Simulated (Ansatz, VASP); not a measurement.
Two plane-wave programs on Ni

```xyz
1
Lattice="0.0000 1.7125 1.7125 1.7125 0.0000 1.7125 1.7125 1.7125 0.0000" Properties=species:S:1:pos:R:3 pbc="T T T"
Ni    0.0000    0.0000    0.0000
```

Alike in both runs: task single point; functional LDA; k mesh 23 × 23 × 23; occupations fermi-dirac, width 0.05 eV; collinear spin.

|  | VASP | Ansatz |
| --- | --- | --- |
| version | VASP 6.6.1 | Ansatz 0.2.0 |
| potentials or method | VASP PAW LDA potentials, release 64 (Ni), cutoff 520 eV | plane waves (420 eV) with PAW, scalar-relativistic |
| valence electrons in the cell | 10 | 18 |

Ansatz gave:

```
pressure (GPa)                                                : -0.3
net moment per atom (μB)                                      : 0.59
size of the moment on the site where the two differ most (μB) : 0.62
```

Q: Estimate VASP's values.

A: Pressure (GPa): -0.4; net moment per atom (μB): 0.58; size of the moment on the site where the two differ most (μB): 0.58.

Ansatz warns that its potentials were made for another functional, while VASP's fit it. LDA's correlation is that of Perdew and Zunger in VASP and of Perdew and Wang (1992) in Ansatz. Site moments also hang on the region over which each program counts them. VASP's potentials hold 10 valence electrons a cell and Ansatz's 18, so a difference there can come from the potentials and not from the codes.
